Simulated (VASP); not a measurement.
# MgO in VASP: further runs

MgO is run at these levels: r2SCAN; tasks: single point.

Everything below comes from runs of VASP 6.6.1. Logs are shortened: lines on timing, memory, paths and dates and some standing lists are left out, and cuts for length are marked.

### Step 1. The cell of the first run

It takes space group R-3m (No. 166, trigonal). The conventional cell has a = 2.973 Å, b = 2.973 Å, c = 7.611 Å, α = 90.00°, β = 90.00°, γ = 120.00°. Within 2.8 Å of Mg (site symmetry -3m) lie 6 O at 2.13 Å. Within 2.8 Å of O (site symmetry -3m) lie 6 Mg at 2.13 Å.

### Step 2. Single point, r2SCAN (strain along [111] +4.5%)

POSCAR

```
MgO
1.0
    0.0632051670      2.1653725836      2.1653725836
    2.1653725836      0.0632051670      2.1653725836
    2.1653725836      2.1653725836      0.0632051670
Mg O
1 1
Direct
    0.0000000000      0.0000000000      0.0000000000
    0.5000000000      0.5000000000      0.5000000000
```

INCAR.step1

```
SYSTEM = MgO
PREC     = Accurate       ! precision mode
ENCUT    = 750            ! plane-wave cutoff, eV
ISMEAR   = 0              ! smearing method
SIGMA    = 0.01           ! smearing width, eV
LREAL    = .FALSE.        ! projectors in reciprocal space
LASPH    = .TRUE.         ! aspherical terms in the spheres
NELM     = 120            ! most SCF steps
NBANDS   = 15             ! bands
GGA      = PE             ! functional
ALGO     = Normal         ! electronic algorithm
EDIFF    = 1E-5           ! SCF threshold, eV
LWAVE    = .TRUE.         ! write WAVECAR
LCHARG   = .FALSE.        ! write CHGCAR
GGA_COMPAT= .FALSE.
```

INCAR.step2

```
SYSTEM = MgO
PREC     = Accurate       ! precision mode
ENCUT    = 750            ! plane-wave cutoff, eV
EDIFF    = 1E-6           ! SCF threshold, eV
ISMEAR   = 0              ! smearing method
SIGMA    = 0.01           ! smearing width, eV
LREAL    = .FALSE.        ! projectors in reciprocal space
LASPH    = .TRUE.         ! aspherical terms in the spheres
NELM     = 120            ! most SCF steps
ALGO     = Normal         ! electronic algorithm
ISIF     = 2              ! what is computed and relaxed
LWAVE    = .FALSE.        ! write WAVECAR
LCHARG   = .TRUE.         ! write CHGCAR
METAGGA  = R2SCAN         ! meta-GGA
LMIXTAU  = .TRUE.       
LELF     = .TRUE.         ! ELF
LVHAR    = .TRUE.       
NBANDS   = 15             ! bands
ISTART   = 1            
GGA_COMPAT= .FALSE.
```

KPOINTS

```
regular mesh
0
G
  10 10 10
  0 0 0
```

Potentials or basis: VASP PAW PBE potentials, release 64 (Mg_sv, O).

Run with:

```console
$ cat potpaw_PBE.64/Mg_sv/POTCAR potpaw_PBE.64/O/POTCAR > POTCAR
$ cp INCAR.step1 INCAR
$ mpirun -np 1 vasp_std > vasp.out
$ cp INCAR.step2 INCAR
$ mpirun -np 1 vasp_std > vasp.out
```

OUTCAR:

```text
SYSTEM = MgO
   PREC = Accurate
   ENCUT = 750
   EDIFF = 1E-6
   ISMEAR = 0
   LREAL = .FALSE.
   LASPH = .TRUE.
   NELM = 120
   ISIF = 2
   METAGGA = R2SCAN
   ISTART = 1

 ion  position               nearest neighbor table
   1  0.000  0.000  0.000-
   2  0.500  0.500  0.500-

  LATTYP: Found a trigonal (rhomboedric) cell.
 ALAT       =     3.0629514761
 COS(alpha) =     0.5289637106

  Lattice vectors:

 A1 = (   0.0632051670,   2.1653725836,   2.1653725836)
 A2 = (   2.1653725836,   0.0632051670,   2.1653725836)
 A3 = (   2.1653725836,   2.1653725836,   0.0632051670)

Analysis of symmetry for initial positions (statically):
=====================================================================
 Subroutine PRICEL returns:
 Original cell was already a primitive cell.

 Routine SETGRP: Setting up the symmetry group for a
 trigonal (rhombohedral) supercell.

 Subroutine GETGRP returns: Found 12 space group operations
 (whereof 12 operations were pure point group operations)
 out of a pool of 12 trial point group operations.

The static configuration has the point symmetry D_3d.

Analysis of symmetry for dynamics (positions and initial velocities):
=====================================================================
 Subroutine PRICEL returns:
 Original cell was already a primitive cell.

 Routine SETGRP: Setting up the symmetry group for a
 trigonal (rhombohedral) supercell.

 Subroutine GETGRP returns: Found 12 space group operations
 (whereof 12 operations were pure point group operations)
 out of a pool of 12 trial point group operations.

The dynamic configuration has the point symmetry D_3d.

 Subroutine INISYM returns: Found 12 space group operations
 (whereof 12 operations are pure point group operations),
 and found     1 'primitive' translations

----------------------------------------------------------------------------------------

                                     Primitive cell

  volume of cell :      19.4173

  direct lattice vectors                    reciprocal lattice vectors
     0.063205167  2.165372584  2.165372584    -0.241271123  0.234428382  0.234428382
     2.165372584  0.063205167  2.165372584     0.234428382 -0.241271123  0.234428382
     2.165372584  2.165372584  0.063205167     0.234428382  0.234428382 -0.241271123

  length of vectors
     3.062951476  3.062951476  3.062951476     0.410030593  0.410030593  0.410030593

  position of ions in fractional coordinates (direct lattice)
     0.000000000  0.000000000  0.000000000
     0.500000000  0.500000000  0.500000000

  ion indices of the primitive-cell ions
   primitive index   ion index
                 1           1
                 2           2

----------------------------------------------------------------------------------------

 KPOINTS: regular mesh

Automatic generation of k-mesh.
 Grid dimensions read from file:
 generate k-points for:   10   10   10

 Generating k-lattice:

  Cartesian coordinates                     Fractional coordinates (reciprocal lattice)
    -0.024127112  0.023442838  0.023442838     0.100000000 -0.000000000 -0.000000000
     0.023442838 -0.024127112  0.023442838    -0.000000000  0.100000000 -0.000000000
     0.023442838  0.023442838 -0.024127112    -0.000000000 -0.000000000  0.100000000

  Length of vectors
     0.041003059  0.041003059  0.041003059

  Shift w.r.t. Gamma in fractional coordinates (k-lattice)
     0.000000000  0.000000000  0.000000000

 Subroutine IBZKPT returns following result:
 ===========================================

 Found    116 irreducible k-points:

 Following reciprocal coordinates:
            Coordinates               Weight
  0.000000  0.000000  0.000000      1.000000
  0.100000  0.000000  0.000000      6.000000
  0.200000  0.000000  0.000000      6.000000
  0.300000  0.000000  0.000000      6.000000
  0.400000  0.000000  0.000000      6.000000
  0.500000  0.000000  0.000000      3.000000
[... 16 lines left out ...]
  0.300000  0.300000  0.000000      6.000000
  0.400000  0.300000  0.000000     12.000000
 [... further k-points ...]
   k-points           NKPTS =    116   k-points in BZ     NKDIM =    116   number of bands    NBANDS=     15
   number of dos      NEDOS =    301   number of ions     NIONS =      2
   total plane-waves  NPLWV =  21952
   dimension x,y,z NGX =    28 NGY =   28 NGZ =   28
   dimension x,y,z NGXF=    56 NGYF=   56 NGZF=   56
   ions per type =               1   1
   NGX,Y,Z   is equivalent  to a cutoff of  15.20, 15.20, 15.20 a.u.
   NGXF,Y,Z  is equivalent  to a cutoff of  30.39, 30.39, 30.39 a.u.
 SYSTEM =  MgO
   PREC   = accura    normal or accurate (medium, high low for compatibility)
   ISTART =      1    job   : 0-new  1-cont  2-samecut
   ICHARG =      0    charge: 1-file 2-atom 10-const
   ISPIN  =      1    spin polarized calculation?
   LNONCOLLINEAR =      F non collinear calculations
   LSORBIT =      F    spin-orbit coupling
   LASPH  =      T    aspherical Exc in radial PAW
   ENCUT  =  750.0 eV  55.12 Ry    7.42 a.u.   6.84  6.84  6.84*2*pi/ulx,y,z
   NELM   =    120;   NELMIN=  2; NELMDL=  0     # of ELM steps
   EDIFF  = 0.1E-05   stopping-criterion for ELM
   LREAL  =      F    real-space projection
   EDIFFG = 0.1E-04   stopping-criterion for IOM
   NSW    =      0    number of steps for IOM
   IBRION =     -1    ionic relax: 0-MD 1-quasi-New 2-CG
   NFREE  =      0    steps in history (QN), initial steepest desc. (CG)
   ISIF   =      2    stress and relaxation
   ISYM   =      2    0-nonsym 1-usesym 2-fastsym
   POTIM  = 0.5000    time-step for ionic-motion
   TEBEG  =    0.0;   TEEND  =   0.0 temperature during run
   PSTRESS=    0.0 pullay stress
   NELECT =      16.0000    total number of electrons
   NUPDOWN=      -1.0000    fix difference up-down
   EMIN   =  10.00;   EMAX   =-10.00  energy-range for DOS
   EFERMI =   0.00;   METHOD = LEGACY
   ISMEAR =     0;   SIGMA  =   0.01  broadening in eV -4-tet -1-fermi 0-gaus
   EFERMI_NEDOS =   21; number of points for ismear=-14 and -15
   IALGO  =     38    algorithm
   IMIX   =      4    mixing-type and parameters
     AMIX     =   0.40;   BMIX     =  1.00
     AMIX_MAG =   1.60;   BMIX_MAG =  1.00
  volume/ion in A,a.u.               =       9.71        65.52
  Fermi-wavevector in a.u.,A,eV,Ry     =   1.534799  2.900350 32.050002  2.355609
  Thomas-Fermi vector in A             =   2.641677
   LORBIT       =      0    0 simple, 1 ext, 2 COOP (PROOUT), +10 PAW based schemes
   METAGGA = R2SCAN    functional components
   LHFCALC =     F    Hartree Fock is set to
   AEXX    =    0.0000 exact exchange contribution
   IVDW    =     0    specifies the selected vdW correction
   LEPSILON=     F    determine dielectric tensor
   LRPA    =     F    only Hartree local field effects (RPA)
 non-spin polarized calculation
 Gauss-broadening in eV      SIGMA  =   0.01
  energy-cutoff  :      750.00
  volume of cell :       19.42
 maximum number of plane-waves:       926
   NGX = 13   NGY = 13   NGZ = 13

 number of electron      15.9999997 magnetization

 Free energy of the ion-electron system (eV)
  ---------------------------------------------------
  ext. energy  EPLUGINS =         0.00000000
  ---------------------------------------------------
  free energy    TOTEN  =       -16.12500694 eV

  energy without entropy =      -16.12500694  energy(sigma->0) =      -16.12500694

 E-fermi :   2.4358     XC(G=0): -11.8287

 val. band max:        2.3676891089   @ k =   0.0000   0.0000   0.0000
 cond. band min:       7.4847303081   @ k =   0.0000   0.0000   0.0000
 fundamental gap:      5.1170411992
 Fermi energy:         2.4357904753

 k-point     1 :       0.0000    0.0000    0.0000
  band No.  band energies     occupation
      1     -72.8884      2.00000
      2     -37.9885      2.00000
      3     -37.9885      2.00000
      4     -37.9705      2.00000
      5     -15.7456      2.00000
      6       2.0249      2.00000
      7       2.3677      2.00000
      8       2.3677      2.00000
      9       7.4847      0.00000
     10      18.0955      0.00000
     11      19.3090      0.00000
     12      19.3090      0.00000
     13      22.8132      0.00000
     14      24.6975      0.00000
     15      24.6975      0.00000

 k-point     2 :       0.1000    0.0000    0.0000
  band No.  band energies     occupation
      1     -72.8877      2.00000
      2     -37.9954      2.00000
      3     -37.9893      2.00000
      4     -37.9713      2.00000
      5     -15.6435      2.00000
      6       1.6856      2.00000
      7       2.0235      2.00000
      8       2.2969      2.00000
      9       8.0977      0.00000
     10      17.7242      0.00000
     11      18.5852      0.00000
     12      19.5261      0.00000
     13      23.7011      0.00000
     14      24.0479      0.00000
     15      24.5639      0.00000

 k-point     3 :       0.2000    0.0000    0.0000
  band No.  band energies     occupation
      1     -72.8859      2.00000
      2     -38.0138      2.00000
      3     -37.9918      2.00000
      4     -37.9731      2.00000
      5     -15.3644      2.00000
      6       0.4320      2.00000
      7       1.8377      2.00000
      8       2.1173      2.00000
      9       9.2968      0.00000
     10      16.2269      0.00000
     11      19.0506      0.00000
     12      19.8917      0.00000
     13      22.8386      0.00000
     14      23.5394      0.00000
     15      25.3798      0.00000
[... 343 lines left out ...]
 k-point    23 :       0.3000    0.3000    0.0000
  band No.  band energies     occupation
      1     -72.8825      2.00000
      2     -38.0286      2.00000
      3     -38.0034      2.00000
      4     -37.9879      2.00000
      5     -14.8389      2.00000
      6      -0.7761      2.00000
      7       1.1892      2.00000
      8       1.5016      2.00000
      9      11.6568      0.00000
     10      13.5716      0.00000
     11      17.5114      0.00000
     12      20.7472      0.00000
     13      21.3415      0.00000
     14      27.3540      0.00000
     15      30.3293      0.00000

 k-point    24 :       0.4000    0.3000    0.0000
  band No.  band energies     occupation
      1     -72.8811      2.00000
      2     -38.0375      2.00000
      3     -38.0086      2.00000
      4     -37.9901      2.00000
      5     -14.6170      2.00000
      6      -1.1700      2.00000
      7       1.0349      2.00000
      8       1.1404      2.00000
      9      12.2885      0.00000
     10      13.4636      0.00000
     11      16.6617      0.00000
     12      21.0024      0.00000
     13      21.7718      0.00000
     14      28.0377      0.00000
     15      29.8810      0.00000

 [... further k-points ...]

------------------------ aborting loop because EDIFF is reached ----------------------------------------

  FORCE on cell =-STRESS in cart. coord.  units (eV):
  Direction    XX          YY          ZZ          XY          YZ          ZX
  --------------------------------------------------------------------------------------
  -------------------------------------------------------------------------------------
  Total       -0.8193460     -0.8193460     -0.8193460     -0.5783252     -0.5783252     -0.5783252
  in kB      -67.6064551    -67.6064551    -67.6064551    -47.7191801    -47.7191801    -47.7191801
  external PRESSURE =     -67.6064551 kB  Pullay stress =       0.0000000 kB

 VOLUME and BASIS-vectors are now :
 -----------------------------------------------------------------------------
  energy-cutoff  :      750.00
  volume of cell :       19.42
      direct lattice vectors                 reciprocal lattice vectors
     0.063205167  2.165372584  2.165372584    -0.241271123  0.234428382  0.234428382
     2.165372584  0.063205167  2.165372584     0.234428382 -0.241271123  0.234428382
     2.165372584  2.165372584  0.063205167     0.234428382  0.234428382 -0.241271123

 POSITION                                       TOTAL-FORCE (eV/Angst)
 -----------------------------------------------------------------------------------
      0.00000      0.00000      0.00000        -0.000000      0.000000     -0.000000
      2.19698      2.19698      2.19698         0.000000     -0.000000      0.000000
 -----------------------------------------------------------------------------------
    total drift:                                0.000000      0.000000      0.000000

  FREE ENERGIE OF THE ION-ELECTRON SYSTEM (eV)
  ---------------------------------------------------
  free  energy   TOTEN  =       -16.1250069423 eV

  energy  without entropy=      -16.1250069423  energy(sigma->0) =      -16.12500694
```

Run time: 1.7 min. Hardware: 1 thread of Intel Xeon 6975P-C (Granite Rapids), shared host; peak memory 0.2 GiB.

What came out:

| Quantity | Value |
| --- | --- |
| Free energy | -16.1250 eV |
| Pressure | -6.8 GPa |
| Band gap on the k mesh | 5.12 eV |

Levels at points of the mesh, in eV from the valence-band top:
```csv
k point,band 4,band 5,band 6,band 7,band 8,band 9,band 10,band 11,band 12,band 13
"(0.00, 0.00, 0.00)",-40.34,-18.11,-0.34,0.00,0.00,5.12,15.73,16.94,16.94,20.45
"(0.50, 0.00, 0.00)",-40.34,-16.90,-4.49,-0.92,-0.69,8.33,13.41,16.54,17.06,21.63
"(0.50, 0.50, 0.00)",-40.36,-16.73,-4.03,-1.60,-1.25,9.72,10.77,13.72,19.48,20.01
"(0.50, 0.50, 0.50)",-40.36,-17.03,-4.70,-0.56,-0.56,8.76,12.76,17.63,17.63,22.22
```

Caveat: the cell differs from its parent crystal (strain along [111] +4.5%); the cell stands under tension; the PAW data sets were made with another functional, which shifts forces and pressure a little.

### Step 3. Single point, r2SCAN (epitaxial 111 strain -5.2%)

POSCAR

```
MgO
1.0
    0.0964555237      2.0903613184      2.0903613184
    2.0903613184      0.0964555237      2.0903613184
    2.0903613184      2.0903613184      0.0964555237
Mg O
1 1
Direct
    0.0000000000      0.0000000000      0.0000000000
    0.5000000000      0.5000000000      0.5000000000
```

INCAR.step1

```
SYSTEM = MgO
ALGO = Normal ; EDIFF = 1E-5
ENCUT = 750 ; GGA = PE
GGA_COMPAT = .FALSE. ; ISMEAR = 0
LASPH = .TRUE. ; LCHARG = .FALSE.
LREAL = .FALSE. ; LWAVE = .TRUE.
NBANDS = 15 ; NELM = 120
PREC = Accurate ; SIGMA = 0.01
```

INCAR.step2

```
SYSTEM = MgO
ALGO = Normal ; EDIFF = 1E-6
ENCUT = 750 ; GGA_COMPAT = .FALSE.
ISIF = 2 ; ISMEAR = 0
ISTART = 1 ; LASPH = .TRUE.
LCHARG = .FALSE. ; LMIXTAU = .TRUE.
LREAL = .FALSE. ; LWAVE = .FALSE.
METAGGA = R2SCAN ; NBANDS = 15
NELM = 120 ; PREC = Accurate
SIGMA = 0.01
```

KPOINTS

```
k-points
0
G
  10 10 10
  0 0 0
```

Potentials or basis: VASP PAW PBE potentials, release 64 (Mg_sv, O).

Run with:

```console
$ cat potpaw_PBE.64/Mg_sv/POTCAR potpaw_PBE.64/O/POTCAR > POTCAR
$ cp INCAR.step1 INCAR
$ mpirun -np 1 vasp_std > vasp.out
$ cp INCAR.step2 INCAR
$ mpirun -np 1 vasp_std > vasp.out
```

It took 3.4 min on 1 thread of AMD EPYC 9R45 (Zen 5), shared host; peak memory 0.16 GiB.

The run converged. Its results:

```
Free energy            : -16.0100 eV
Pressure               : 17.7 GPa
Band gap on the k mesh : 6.32 eV
```

Stress tensor (GPa, compression positive):
```
17.73 -8.85 -8.85
-8.85 17.73 -8.85
-8.85 -8.85 17.73
```

Levels at points of the mesh, in eV from the valence-band top:
| k point | band 6 | band 7 | band 8 | band 9 | band 10 | band 11 |
| --- | --- | --- | --- | --- | --- | --- |
| (0.00, 0.00, 0.00) | -0.63 | 0.00 | 0.00 | 6.32 | 15.92 | 17.94 |
| (0.50, 0.00, 0.00) | -5.17 | -1.32 | -0.89 | 9.00 | 14.94 | 17.55 |
| (0.50, 0.50, 0.00) | -4.68 | -2.01 | -1.40 | 9.79 | 12.18 | 15.05 |
| (0.50, 0.50, 0.50) | -5.51 | -0.64 | -0.64 | 9.84 | 13.90 | 19.40 |

Caveat: the cell differs from its parent crystal (epitaxial 111 strain -5.2%); the cell stands under pressure; the PAW data sets were made with another functional, which shifts forces and pressure a little.

[end of part 1 of 2]
